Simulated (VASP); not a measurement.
# Si3BTe2 (P4mm) in VASP: further runs

Runs on Si3BTe2. Level: PBE. Tasks: single point, relaxation of cell and atoms.

All numbers are computed with VASP 6.6.1; they aren't measurements. Logs are shortened: lines on timing, memory, paths and dates and some standing lists are left out, and cuts for length are marked.

### 1 The cell of the first run

The structure is tetragonal, space group P4mm (No. 99). The conventional cell has a = 3.132 Å, b = 3.132 Å, c = 12.668 Å, α = 90.00°, β = 90.00°, γ = 90.00°. Si (site symmetry 4mm) has 8 Si at 2.47 to 3.13 Å within 3.3 Å. Si (site symmetry 4mm) has 4 B at 2.25 Å and 1 Te at 2.63 Å within 3.0 Å. Si (site symmetry 4mm) has 8 Si at 2.47 to 3.13 Å within 3.3 Å. Within 3.0 Å of B (site symmetry 4mm) lie 1 Te at 2.25 Å and 4 Si at 2.25 Å. Within 3.5 Å of Te (site symmetry 4mm) lie 1 Si at 2.63 Å and 4 Te at 3.13 Å. Te (site symmetry 4mm) has 1 B at 2.25 Å within 3.0 Å.

The cell was generated, and may not be a known phase.

### 2 Single point, PBE

File INCAR:

```
ALGO     = Fast           # electronic algorithm
EDIFF    = 1E-6           # SCF threshold, eV
ENCUT    = 520            # plane-wave cutoff, eV
GGA      = PE             # functional
ISIF     = 2              # what is computed and relaxed
ISMEAR   = 0              # smearing method
LASPH    = True           # aspherical terms in the spheres
LCHARG   = False          # write CHGCAR
LREAL    = False          # projectors in reciprocal space
LWAVE    = False          # write WAVECAR
NBANDS   = 22             # bands
NELM     = 80             # most SCF steps
PREC     = Accurate       # precision mode
SIGMA    = 0.1            # smearing width, eV
```

File KPOINTS:

```
k-points
0
Gamma
  12 12 4
```

File POSCAR:

```
Si3BTe2
1.0
    3.1322689405      0.0000000000      0.0000000000
    0.0000000000      3.1322689405      0.0000000000
    0.0000000000      0.0000000000     12.6683338188
Si B Te
3 1 2
Direct
    0.0000000000      0.0000000000      0.7023002164
    0.0000000000      0.0000000000      0.2436684337
    0.5000000000      0.5000000000      0.7877085537
    0.5000000000      0.5000000000      0.2763570967
    0.0000000000      0.0000000000      0.0359699855
    0.5000000000      0.5000000000      0.4539957240
```

Potentials or basis: VASP PAW PBE potentials, release 64 (Si, B, Te).

Launch:

```sh
$ cat potpaw_PBE.64/Si/POTCAR potpaw_PBE.64/B/POTCAR potpaw_PBE.64/Te/POTCAR > POTCAR
$ mpirun -np 1 vasp_std > vasp.out
```

OUTCAR:

```text
EDIFF = 1E-6
   ENCUT = 520
   GGA = PE
   ISIF = 2
   ISMEAR = 0
   LASPH = True
   LREAL = False
   NELM = 80
   PREC = Accurate

 ion  position               nearest neighbor table
   1  0.000  0.000  0.702-   3 2.47   3 2.47   3 2.47   3 2.47
   2  0.000  0.000  0.244-   4 2.25   4 2.25   4 2.25   4 2.25   5 2.63
   3  0.500  0.500  0.788-   1 2.47   1 2.47   1 2.47   1 2.47
   4  0.500  0.500  0.276-   6 2.25   2 2.25   2 2.25   2 2.25   2 2.25
   5  0.000  0.000  0.036-   2 2.63
   6  0.500  0.500  0.454-   4 2.25

  LATTYP: Found a simple tetragonal cell.
 ALAT       =     3.1322689405
 C/A-ratio  =     4.0444591635

  Lattice vectors:

 A1 = (   3.1322689405,   0.0000000000,   0.0000000000)
 A2 = (   0.0000000000,   3.1322689405,   0.0000000000)
 A3 = (   0.0000000000,   0.0000000000,  12.6683338188)

Analysis of symmetry for initial positions (statically):
=====================================================================
 Subroutine PRICEL returns:
 Original cell was already a primitive cell.

 Routine SETGRP: Setting up the symmetry group for a
 simple tetragonal supercell.

 Subroutine GETGRP returns: Found  8 space group operations
 (whereof  8 operations were pure point group operations)
 out of a pool of 16 trial point group operations.

The static configuration has the point symmetry C_4v.

Analysis of symmetry for dynamics (positions and initial velocities):
=====================================================================
 Subroutine PRICEL returns:
 Original cell was already a primitive cell.

 Routine SETGRP: Setting up the symmetry group for a
 simple tetragonal supercell.

 Subroutine GETGRP returns: Found  8 space group operations
 (whereof  8 operations were pure point group operations)
 out of a pool of 16 trial point group operations.

The dynamic configuration has the point symmetry C_4v.

 Subroutine INISYM returns: Found  8 space group operations
 (whereof  8 operations are pure point group operations),
 and found     1 'primitive' translations

----------------------------------------------------------------------------------------

                                     Primitive cell

  volume of cell :     124.2904

  direct lattice vectors                    reciprocal lattice vectors
     3.132268940  0.000000000  0.000000000     0.319257388  0.000000000  0.000000000
     0.000000000  3.132268940  0.000000000     0.000000000  0.319257388  0.000000000
     0.000000000  0.000000000 12.668333819     0.000000000  0.000000000  0.078936979

  length of vectors
     3.132268940  3.132268940 12.668333819     0.319257388  0.319257388  0.078936979

  position of ions in fractional coordinates (direct lattice)
     0.000000000  0.000000000  0.702300216
     0.000000000  0.000000000  0.243668434
     0.500000000  0.500000000  0.787708554
     0.500000000  0.500000000  0.276357097
     0.000000000  0.000000000  0.035969986
     0.500000000  0.500000000  0.453995724

  ion indices of the primitive-cell ions
   primitive index   ion index
                 1           1
                 2           2
                 3           3
                 4           4
                 5           5
                 6           6

----------------------------------------------------------------------------------------

 KPOINTS: k-points

Automatic generation of k-mesh.
 Grid dimensions read from file:
 generate k-points for:   12   12    4

 Generating k-lattice:

  Cartesian coordinates                     Fractional coordinates (reciprocal lattice)
     0.026604782  0.000000000  0.000000000     0.083333333  0.000000000  0.000000000
     0.000000000  0.026604782  0.000000000     0.000000000  0.083333333  0.000000000
     0.000000000  0.000000000  0.019734245     0.000000000  0.000000000  0.250000000

  Length of vectors
     0.026604782  0.026604782  0.019734245

  Shift w.r.t. Gamma in fractional coordinates (k-lattice)
     0.000000000  0.000000000  0.000000000

 Subroutine IBZKPT returns following result:
 ===========================================

 Found     84 irreducible k-points:

 Following reciprocal coordinates:
            Coordinates               Weight
  0.000000  0.000000  0.000000      1.000000
  0.083333  0.000000  0.000000      4.000000
  0.166667  0.000000  0.000000      4.000000
  0.250000  0.000000  0.000000      4.000000
  0.333333  0.000000  0.000000      4.000000
  0.416667  0.000000  0.000000      4.000000
[... 16 lines left out ...]
  0.333333  0.333333  0.000000      4.000000
  0.416667  0.333333  0.000000      8.000000
 [... further k-points ...]
   k-points           NKPTS =     84   k-points in BZ     NKDIM =     84   number of bands    NBANDS=     22
   number of dos      NEDOS =    301   number of ions     NIONS =      6
   total plane-waves  NPLWV =  55296
   dimension x,y,z NGX =    24 NGY =   24 NGZ =   96
   dimension x,y,z NGXF=    48 NGYF=   48 NGZF=  192
   ions per type =               3   1   2
   NGX,Y,Z   is equivalent  to a cutoff of  12.74, 12.74, 12.60 a.u.
   NGXF,Y,Z  is equivalent  to a cutoff of  25.48, 25.48, 25.20 a.u.
 SYSTEM =  unknown system
   PREC   = accura    normal or accurate (medium, high low for compatibility)
   ISTART =      0    job   : 0-new  1-cont  2-samecut
   ICHARG =      2    charge: 1-file 2-atom 10-const
   ISPIN  =      1    spin polarized calculation?
   LNONCOLLINEAR =      F non collinear calculations
   LSORBIT =      F    spin-orbit coupling
   LASPH  =      T    aspherical Exc in radial PAW
   ENCUT  =  520.0 eV  38.22 Ry    6.18 a.u.   5.82  5.82 23.55*2*pi/ulx,y,z
   NELM   =     80;   NELMIN=  2; NELMDL= -5     # of ELM steps
   EDIFF  = 0.1E-05   stopping-criterion for ELM
   LREAL  =      F    real-space projection
   EDIFFG = 0.1E-04   stopping-criterion for IOM
   NSW    =      0    number of steps for IOM
   IBRION =     -1    ionic relax: 0-MD 1-quasi-New 2-CG
   NFREE  =      0    steps in history (QN), initial steepest desc. (CG)
   ISIF   =      2    stress and relaxation
   ISYM   =      2    0-nonsym 1-usesym 2-fastsym
   POTIM  = 0.5000    time-step for ionic-motion
   TEBEG  =    0.0;   TEEND  =   0.0 temperature during run
   PSTRESS=    0.0 pullay stress
   NELECT =      27.0000    total number of electrons
   NUPDOWN=      -1.0000    fix difference up-down
   EMIN   =  10.00;   EMAX   =-10.00  energy-range for DOS
   EFERMI =   0.00;   METHOD = LEGACY
   ISMEAR =     0;   SIGMA  =   0.10  broadening in eV -4-tet -1-fermi 0-gaus
   EFERMI_NEDOS =   21; number of points for ismear=-14 and -15
   IALGO  =     68    algorithm
   IMIX   =      4    mixing-type and parameters
     AMIX     =   0.40;   BMIX     =  1.00
     AMIX_MAG =   1.60;   BMIX_MAG =  1.00
  volume/ion in A,a.u.               =      20.72       139.79
  Fermi-wavevector in a.u.,A,eV,Ry     =   0.984125  1.859726 13.177267  0.968502
  Thomas-Fermi vector in A             =   2.115334
   LORBIT       =      0    0 simple, 1 ext, 2 COOP (PROOUT), +10 PAW based schemes
   GGA     = PE    functional components
   LHFCALC =     F    Hartree Fock is set to
   AEXX    =    0.0000 exact exchange contribution
   IVDW    =     0    specifies the selected vdW correction
   LEPSILON=     F    determine dielectric tensor
   LRPA    =     F    only Hartree local field effects (RPA)
 non-spin polarized calculation
 RMM-DIIS sequential band-by-band and
 Gauss-broadening in eV      SIGMA  =   0.10
  energy-cutoff  :      520.00
  volume of cell :      124.29
 maximum number of plane-waves:      3392
 NGX is ok and might be reduce to    24
   NGX = 11   NGY = 11   NGZ = 47

 number of electron      26.9999997 magnetization

 Free energy of the ion-electron system (eV)
  ---------------------------------------------------
  ext. energy  EPLUGINS =         0.00000000
  ---------------------------------------------------
  free energy    TOTEN  =       -26.03638850 eV

  energy without entropy =      -26.02105681  energy(sigma->0) =      -26.02872265

 E-fermi :   6.8867     XC(G=0):  -9.9147

 val. band max:        6.8837762096   @ k =   0.4167   0.4167   0.5000
 cond. band min:       6.8901485670   @ k =   0.5000   0.2500   0.0000
 fundamental gap:      0.0063723574
 Fermi energy:         6.8866700942

 k-point     1 :       0.0000    0.0000    0.0000
  band No.  band energies     occupation
      1      -7.0727      2.00000
      2      -6.4604      2.00000
      3      -5.3290      2.00000
      4      -3.7682      2.00000
      5       0.3126      2.00000
      6       2.5285      2.00000
[... 14 lines left out ...]
     21      11.8619      0.00000
     22      11.9287      0.00000

 k-point     2 :       0.0833    0.0000    0.0000
  band No.  band energies     occupation
      1      -6.9816      2.00000
      2      -6.3720      2.00000
      3      -5.2278      2.00000
      4      -3.6773      2.00000
      5       0.4004      2.00000
      6       2.5987      2.00000
[... 14 lines left out ...]
     21      12.1145      0.00000
     22      12.4668      0.00000

 k-point     3 :       0.1667    0.0000    0.0000
  band No.  band energies     occupation
      1      -6.7126      2.00000
      2      -6.1130      2.00000
      3      -4.9245      2.00000
      4      -3.4078      2.00000
      5       0.6500      2.00000
      6       2.7536      2.00000
[... 14 lines left out ...]
     21      12.4205      0.00000
     22      13.8644      0.00000
[... 476 lines left out ...]
 k-point    23 :       0.3333    0.3333    0.0000
  band No.  band energies     occupation
      1      -4.4170      2.00000
      2      -3.9525      2.00000
      3      -2.1216      2.00000
      4      -1.0119      2.00000
      5       1.8130      2.00000
      6       2.1027      2.00000
[... 14 lines left out ...]
     21      11.1954      0.00000
     22      12.3456      0.00000

 k-point    24 :       0.4167    0.3333    0.0000
  band No.  band energies     occupation
      1      -3.8849      2.00000
      2      -3.4927      2.00000
      3      -1.2330      2.00000
      4      -0.3822      2.00000
      5       0.9922      2.00000
      6       1.1077      2.00000
[... 14 lines left out ...]
     21      10.9339      0.00000
     22      11.1470      0.00000

 [... further k-points ...]
[... 5 lines left out ...]
  --------------------------------------------------------------------------------------
  -------------------------------------------------------------------------------------
  Total       -0.0432138     -0.0432138      0.0432003      0.0000000      0.0000000     -0.0000000
  in kB       -0.5570516     -0.5570516      0.5568779      0.0000000      0.0000000     -0.0000000
  external PRESSURE =      -0.1857418 kB  Pullay stress =       0.0000000 kB

 VOLUME and BASIS-vectors are now :
 -----------------------------------------------------------------------------
  energy-cutoff  :      520.00
  volume of cell :      124.29
      direct lattice vectors                 reciprocal lattice vectors
     3.132268940  0.000000000  0.000000000     0.319257388  0.000000000  0.000000000
     0.000000000  3.132268940  0.000000000     0.000000000  0.319257388  0.000000000
     0.000000000  0.000000000 12.668333819     0.000000000  0.000000000  0.078936979

 POSITION                                       TOTAL-FORCE (eV/Angst)
 -----------------------------------------------------------------------------------
      0.00000      0.00000      8.89697        -0.000000      0.000000      0.007385
      0.00000      0.00000      3.08687         0.000000      0.000000      0.011855
      1.56613      1.56613      9.97895        -0.000000     -0.000000     -0.006988
      1.56613      1.56613      3.50098        -0.000000      0.000000     -0.027635
      0.00000      0.00000      0.45568         0.000000      0.000000     -0.006860
      1.56613      1.56613      5.75137        -0.000000     -0.000000      0.022243
 -----------------------------------------------------------------------------------
    total drift:                               -0.000000      0.000000      0.000011

  FREE ENERGIE OF THE ION-ELECTRON SYSTEM (eV)
  ---------------------------------------------------
  free  energy   TOTEN  =       -26.0363884973 eV

  energy  without entropy=      -26.0210568096  energy(sigma->0) =      -26.02872265
```

It took 5.6 min on 1 thread of Oxide Virtual Turin-like, shared host; peak memory 0.34 GiB.

Results:

* Free energy: -26.0364 eV
* Pressure: 0.0 GPa
* Largest force: 0.028 eV/Å
* Band gap on the k mesh: zero (an odd number of electrons rules out a gap without spin polarisation)

Forces on the atoms (eV/Å):
```
Si   0.000  0.000  0.007
Si   0.000  0.000  0.012
Si   0.000  0.000 -0.007
B    0.000  0.000 -0.028
Te   0.000  0.000 -0.007
Te   0.000  0.000  0.022
```

Stress tensor (GPa, compression positive):
```
-0.06  0.00  0.00
 0.00 -0.06  0.00
 0.00  0.00  0.06
```

Levels at points of the mesh, in eV from the Fermi level:
```csv
k point,band 10,band 11,band 12,band 13,band 14,band 15,band 16,band 17
"(0.00, 0.00, 0.00)",0.56,0.56,1.34,1.91,1.91,2.23,2.59,2.59
"(0.50, 0.00, 0.00)",-3.21,-1.32,-1.25,1.47,1.99,2.50,3.21,3.76
"(0.50, 0.50, 0.00)",-4.69,-4.06,-4.06,-3.08,-3.08,-1.17,-1.12,0.73
"(0.00, 0.00, 0.50)",-0.09,0.55,0.55,1.95,1.95,2.55,2.55,2.63
"(0.50, 0.00, 0.50)",-2.88,-1.73,-1.69,1.47,2.76,3.21,3.39,3.76
"(0.50, 0.50, 0.50)",-4.69,-3.99,-3.99,-3.13,-3.13,-1.22,-1.15,0.88
```

Caveat: spin-orbit coupling is left out, which moves the levels of the heavy elements; an odd number of electrons without spin polarisation forces a metal; a magnetic or distorted state may lie lower.

(Continued in part 2 of 2.)

The gap in the log of VASP goes by the Fermi energy; the results here count the filled bands.